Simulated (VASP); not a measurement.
# Ba7O in VASP: notebook, part 2 of 2

VASP 6.6.1. Earlier steps stand in the parts before.

### Step 3. Single point, PBE

INCAR reads:

```
PREC = Accurate ; ENCUT = 520
EDIFF = 1E-6 ; ISMEAR = 0
SIGMA = 0.1 ; LREAL = False
LASPH = True ; NELM = 100
ALGO = Normal ; ISIF = 2
LWAVE = False ; LCHARG = False
GGA = PE ; NBANDS = 48
```

KPOINTS reads:

```
regular mesh
0
Gamma
  6 6 6
```

POSCAR reads:

```
Ba7O
1.0
    0.0000000000      5.9386584558      5.9386584558
    5.9386584558      0.0000000000      5.9386584558
    5.9386584558      5.9386584558      0.0000000000
Ba O
7 1
Direct
    0.5000000000      0.0000000000      0.5000000000
    0.5000000000      0.5000000000      0.0000000000
    0.0000000000      0.5000000000      0.5000000000
    0.5000000000      0.5000000000      0.5000000000
    0.0000000000      0.5000000000      0.0000000000
    0.0000000000      0.0000000000      0.5000000000
    0.5000000000      0.0000000000      0.0000000000
    0.0000000000      0.0000000000      0.0000000000
```

Potentials or basis: VASP PAW PBE potentials, release 64 (Ba_sv, O).

Run with:

```console
> cat potpaw_PBE.64/Ba_sv/POTCAR potpaw_PBE.64/O/POTCAR > POTCAR
> mpirun -np 1 vasp_std > vasp.out
```

OUTCAR:

```text
PREC = Accurate
   ENCUT = 520
   EDIFF = 1E-6
   ISMEAR = 0
   LREAL = False
   LASPH = True
   NELM = 100
   ISIF = 2
   GGA = PE

 ion  position               nearest neighbor table
   1  0.500  0.000  0.500-   4 4.20   6 4.20   7 4.20   2 4.20   7 4.20   2 4.20   3 4.20   4 4.20
                             3 4.20   6 4.20
   2  0.500  0.500  0.000-   4 4.20   5 4.20   7 4.20   1 4.20   3 4.20   4 4.20   1 4.20   7 4.20
                             3 4.20   5 4.20
   3  0.000  0.500  0.500-   4 4.20   5 4.20   6 4.20   2 4.20   5 4.20   1 4.20   6 4.20   1 4.20
                             2 4.20   4 4.20
   4  0.500  0.500  0.500-   1 4.20   2 4.20   3 4.20   2 4.20   5 4.20   7 4.20   1 4.20   6 4.20
                             7 4.20   3 4.20   5 4.20   6 4.20
   5  0.000  0.500  0.000-   2 4.20   3 4.20   3 4.20   4 4.20   6 4.20   6 4.20   7 4.20   2 4.20
                             4 4.20   7 4.20
   6  0.000  0.000  0.500-   1 4.20   3 4.20   5 4.20   7 4.20   3 4.20   4 4.20   5 4.20   1 4.20
                             4 4.20   7 4.20
   7  0.500  0.000  0.000-   1 4.20   2 4.20   1 4.20   4 4.20   6 4.20   2 4.20   4 4.20   5 4.20
                             5 4.20   6 4.20
   8  0.000  0.000  0.000-

  LATTYP: Found a face centered cubic cell.
 ALAT       =    11.8773169116

  Lattice vectors:

 A1 = (   0.0000000000,   5.9386584558,   5.9386584558)
 A2 = (   5.9386584558,   0.0000000000,   5.9386584558)
 A3 = (   5.9386584558,   5.9386584558,   0.0000000000)

Analysis of symmetry for initial positions (statically):
=====================================================================
 Subroutine PRICEL returns:
 Original cell was already a primitive cell.

 Routine SETGRP: Setting up the symmetry group for a
 face centered cubic supercell.

 Subroutine GETGRP returns: Found 48 space group operations
 (whereof 48 operations were pure point group operations)
[... 142 lines left out ...]
  Thomas-Fermi vector in A             =   2.052789
   LORBIT       =      0    0 simple, 1 ext, 2 COOP (PROOUT), +10 PAW based schemes
   GGA     = PE    functional components
   LHFCALC =     F    Hartree Fock is set to
   AEXX    =    0.0000 exact exchange contribution
   IVDW    =     0    specifies the selected vdW correction
   LEPSILON=     F    determine dielectric tensor
   LRPA    =     F    only Hartree local field effects (RPA)
 non-spin polarized calculation
 Gauss-broadening in eV      SIGMA  =   0.10
  energy-cutoff  :      520.00
  volume of cell :      418.89
 maximum number of plane-waves:     11305
 NGX is ok and might be reduce to    64
   NGX = 31   NGY = 31   NGZ = 31

 number of electron      76.0000003 magnetization

 Free energy of the ion-electron system (eV)
  ---------------------------------------------------
  ext. energy  EPLUGINS =         0.00000000
  ---------------------------------------------------
  free energy    TOTEN  =       -17.31487148 eV

  energy without entropy =      -17.25808217  energy(sigma->0) =      -17.28647683

 E-fermi :   1.8724     XC(G=0):  -7.6214

 val. band max:        1.8698854050   @ k =   0.5000   0.3333   0.1667
 cond. band min:       1.8879804025   @ k =  -0.3333   0.3333   0.0000
 fundamental gap:      0.0180949975
 Fermi energy:         1.8723968547

 k-point     1 :       0.0000    0.0000    0.0000
  band No.  band energies     occupation
      1     -27.1527      2.00000
      2     -27.0927      2.00000
      3     -27.0927      2.00000
      4     -27.0927      2.00000
      5     -27.0643      2.00000
      6     -27.0643      2.00000
[... 805 lines left out ...]
     47       2.8932      0.00000
     48       2.9037      0.00000

------------------------ aborting loop because EDIFF is reached ----------------------------------------

  FORCE on cell =-STRESS in cart. coord.  units (eV):
  Direction    XX          YY          ZZ          XY          YZ          ZX
  --------------------------------------------------------------------------------------
  -------------------------------------------------------------------------------------
  Total        0.3682381      0.3682381      0.3682381     -0.0000000      0.0000000     -0.0000000
  in kB        1.4084591      1.4084591      1.4084591     -0.0000000      0.0000000     -0.0000000
  external PRESSURE =       1.4084591 kB  Pullay stress =       0.0000000 kB

 VOLUME and BASIS-vectors are now :
 -----------------------------------------------------------------------------
  energy-cutoff  :      520.00
  volume of cell :      418.89
      direct lattice vectors                 reciprocal lattice vectors
     0.000000000  5.938658456  5.938658456    -0.084194099  0.084194099  0.084194099
     5.938658456  0.000000000  5.938658456     0.084194099 -0.084194099  0.084194099
     5.938658456  5.938658456  0.000000000     0.084194099  0.084194099 -0.084194099

 POSITION                                       TOTAL-FORCE (eV/Angst)
 -----------------------------------------------------------------------------------
      2.96933      5.93866      2.96933         0.000000     -0.000000     -0.000000
      2.96933      2.96933      5.93866         0.000000      0.000000     -0.000000
      5.93866      2.96933      2.96933        -0.000000     -0.000000      0.000000
      5.93866      5.93866      5.93866         0.000000      0.000000      0.000000
      2.96933      0.00000      2.96933         0.000000      0.000000     -0.000000
      2.96933      2.96933      0.00000        -0.000000      0.000000      0.000000
      0.00000      2.96933      2.96933         0.000000      0.000000      0.000000
      0.00000      0.00000      0.00000         0.000000      0.000000      0.000000
 -----------------------------------------------------------------------------------
    total drift:                                0.000000      0.000000      0.000000

  FREE ENERGIE OF THE ION-ELECTRON SYSTEM (eV)
  ---------------------------------------------------
  free  energy   TOTEN  =       -17.3148714838 eV

  energy  without entropy=      -17.2580821672  energy(sigma->0) =      -17.28647683
```

stdout:

```text
POSCAR found type information on POSCAR BaO
 POSCAR found :  2 types and       8 ions
 scaLAPACK will be used
 LDA part: xc-table for (Slater+PW92), standard interpolation
 POSCAR, INCAR and KPOINTS ok, starting setup
 FFT: planning ... GRIDC
 FFT: planning ... GRID_SOFT
 FFT: planning ... GRID
 WAVECAR not read
 entering main loop
```

Wall time 4.8 min (1 thread of Intel Xeon 6975P-C (Granite Rapids), shared host); peak memory 0.7 GiB.

Results:

```
Free energy            : -17.3149 eV
Pressure               : 0.1 GPa
Band gap on the k mesh : zero (bands 38 and 39 overlap by 0.94 eV)
```

Caveat: spin-orbit coupling is left out, which moves the levels of the heavy elements.

### Step 4. Single point, PBE, collinear spin, ferromagnetic start

INCAR reads:

```
PREC     = Accurate       # precision mode
ENCUT    = 520            # plane-wave cutoff, eV
EDIFF    = 1E-6           # SCF threshold, eV
ISMEAR   = 0              # smearing method
SIGMA    = 0.1            # smearing width, eV
LREAL    = False          # projectors in reciprocal space
LASPH    = True           # aspherical terms in the spheres
NELM     = 150            # most SCF steps
ALGO     = Normal         # electronic algorithm
ISIF     = 2              # what is computed and relaxed
LWAVE    = False          # write WAVECAR
LCHARG   = True           # write CHGCAR
ISPIN    = 2              # spin polarisation
MAGMOM   = 0 0 0 0 0 0 0 1 # initial moments
LORBIT   = 11             # projections on sites
GGA      = PE             # functional
LELF     = True           # ELF
LVHAR    = True         
NBANDS   = 52             # bands
```

KPOINTS reads:

```
regular mesh
0
Gamma
  4 4 4
```

POSCAR is that of step 3.

Potentials or basis: VASP PAW PBE potentials, release 64 (Ba_sv, O).

Run with:

```console
> cat potpaw_PBE.64/Ba_sv/POTCAR potpaw_PBE.64/O/POTCAR > POTCAR
> mpirun -np 1 vasp_std > vasp.out
```

OUTCAR:

```text
PREC = Accurate
   ENCUT = 520
   EDIFF = 1E-6
   ISMEAR = 0
   LREAL = False
   LASPH = True
   NELM = 150
   ISIF = 2
   ISPIN = 2
   LORBIT = 11
   GGA = PE

 ion  position               nearest neighbor table
   1  0.500  0.000  0.500-   4 4.20   6 4.20   7 4.20   2 4.20   7 4.20   2 4.20   3 4.20   4 4.20
                             3 4.20   6 4.20
   2  0.500  0.500  0.000-   4 4.20   5 4.20   7 4.20   1 4.20   3 4.20   4 4.20   1 4.20   7 4.20
                             3 4.20   5 4.20
   3  0.000  0.500  0.500-   4 4.20   5 4.20   6 4.20   2 4.20   5 4.20   1 4.20   6 4.20   1 4.20
                             2 4.20   4 4.20
   4  0.500  0.500  0.500-   1 4.20   2 4.20   3 4.20   2 4.20   5 4.20   7 4.20   1 4.20   6 4.20
                             7 4.20   3 4.20   5 4.20   6 4.20
   5  0.000  0.500  0.000-   2 4.20   3 4.20   3 4.20   4 4.20   6 4.20   6 4.20   7 4.20   2 4.20
                             4 4.20   7 4.20
[... 1087 lines left out ...]
      0.00000      2.96933      2.96933         0.000000     -0.000000     -0.000000
      0.00000      0.00000      0.00000        -0.000000      0.000000     -0.000000
 -----------------------------------------------------------------------------------
    total drift:                                0.000000      0.000000      0.000000

  FREE ENERGIE OF THE ION-ELECTRON SYSTEM (eV)
  ---------------------------------------------------
  free  energy   TOTEN  =       -17.3311751270 eV

  energy  without entropy=      -17.2879316667  energy(sigma->0) =      -17.30955340

 total charge

# of ion       s       p       d       tot
------------------------------------------
    1        2.073   5.538   0.318   7.929
    2        2.073   5.538   0.318   7.929
    3        2.073   5.538   0.318   7.929
    4        2.072   5.524   0.391   7.988
    5        2.073   5.538   0.318   7.929
    6        2.073   5.538   0.318   7.929
    7        2.073   5.538   0.318   7.929
    8        1.585   3.121   0.000   4.706
--------------------------------------------------
tot         16.095  41.872   2.300  60.267

 magnetization (x)

# of ion       s       p       d       tot
------------------------------------------
    1       -0.000  -0.000  -0.000  -0.000
    2       -0.000  -0.000  -0.000  -0.000
    3       -0.000  -0.000  -0.000  -0.000
    4       -0.000   0.000   0.000   0.000
    5       -0.000  -0.000  -0.000  -0.000
    6       -0.000  -0.000  -0.000  -0.000
    7       -0.000  -0.000  -0.000  -0.000
    8        0.000   0.000   0.000   0.000
--------------------------------------------------
tot          0.000   0.000  -0.000   0.000
```

OSZICAR:

```text
N       E                     dE             d eps       ncg     rms          rms(c)
DAV:   1     0.609761896084E+03    0.60976E+03   -0.30668E+04  1664   0.121E+03
DAV:   2     0.279742755217E+02   -0.58179E+03   -0.56618E+03  2244   0.253E+02
DAV:   3    -0.189063820943E+02   -0.46881E+02   -0.45452E+02  2180   0.730E+01
DAV:   4    -0.207276608239E+02   -0.18213E+01   -0.17954E+01  2600   0.105E+01
DAV:   5    -0.207784671941E+02   -0.50806E-01   -0.50506E-01  2216   0.168E+00    0.128E+01
DAV:   6    -0.226654345118E+02   -0.18870E+01   -0.39191E+01  2160   0.883E+00    0.272E+01
DAV:   7    -0.181359344110E+02    0.45295E+01   -0.14656E+01  2196   0.488E+00    0.538E+00
DAV:   8    -0.176289088542E+02    0.50703E+00   -0.30152E+00  1956   0.288E+00    0.364E+00
DAV:   9    -0.173659743645E+02    0.26293E+00   -0.19256E+00  2252   0.238E+00    0.242E+00
DAV:  10    -0.173674927386E+02   -0.15184E-02   -0.27600E-01  2256   0.754E-01    0.202E+00
DAV:  11    -0.173304540118E+02    0.37039E-01   -0.95088E-02  1976   0.676E-01    0.553E-01
DAV:  12    -0.173304787146E+02   -0.24703E-04   -0.32186E-02  2024   0.366E-01    0.185E-01
DAV:  13    -0.173316296564E+02   -0.11509E-02   -0.38583E-03  2040   0.188E-01    0.211E-01
DAV:  14    -0.173314537809E+02    0.17588E-03   -0.18110E-03  2028   0.986E-02    0.175E-01
DAV:  15    -0.173311704696E+02    0.28331E-03   -0.10928E-03  2040   0.730E-02    0.281E-02
DAV:  16    -0.173311743587E+02   -0.38891E-05   -0.23204E-04  2192   0.229E-02    0.147E-02
DAV:  17    -0.173311747790E+02   -0.42035E-06   -0.15801E-05  1976   0.119E-02    0.476E-03
DAV:  18    -0.173311751270E+02   -0.34794E-06   -0.30384E-06  1768   0.421E-03
   1 F= -.17331175E+02 E0= -.17309553E+02  d E =-.432435E-01  mag=     0.0001
```

Wall time 6.7 min (1 thread of AMD EPYC 9R45 (Zen 5), shared host); peak memory 0.87 GiB.

Results:

| Quantity | Value |
| --- | --- |
| Free energy | -17.3312 eV |
| Pressure | 0.1 GPa |
| Band gap on the k mesh | zero (filled and empty bands overlap) |
| Net moment | 0.00 μB per cell |
| Valence electrons inside the program's atomic spheres | Ba 7.93, 7.99 (each value once); O 4.71 |

Caveat: spin-orbit coupling is left out, which moves the levels of the heavy elements.

### Step 5. The runs side by side

| spin | cell | k mesh | gap on the mesh (eV) | pressure (GPa) |
| --- | --- | --- | --- | --- |
| off | a = 8.409 Å, angles 59.8°, 8 atoms | 3 × 3 × 3 | none | 0.1 |
| off | a = 8.399 Å, angles 60.0°, 8 atoms | 6 × 6 × 6 | none | 0.1 |
| collinear, ferromagnetic start | a = 8.399 Å, angles 60.0°, 8 atoms | 4 × 4 × 4 | none | 0.1 |

Alike in all rows: task single point; level PBE; potentials or basis VASP PAW PBE potentials, release 64 (Ba_sv, O); cutoff (eV) 520; smearing gaussian 0.1 eV.

Caveats: spin-orbit coupling is left out, which moves the levels of the heavy elements.

Total energies depend on the potentials used, so only differences within one code and one set of settings carry meaning.

The gap in the log of VASP goes by the Fermi energy; the results here count the filled bands.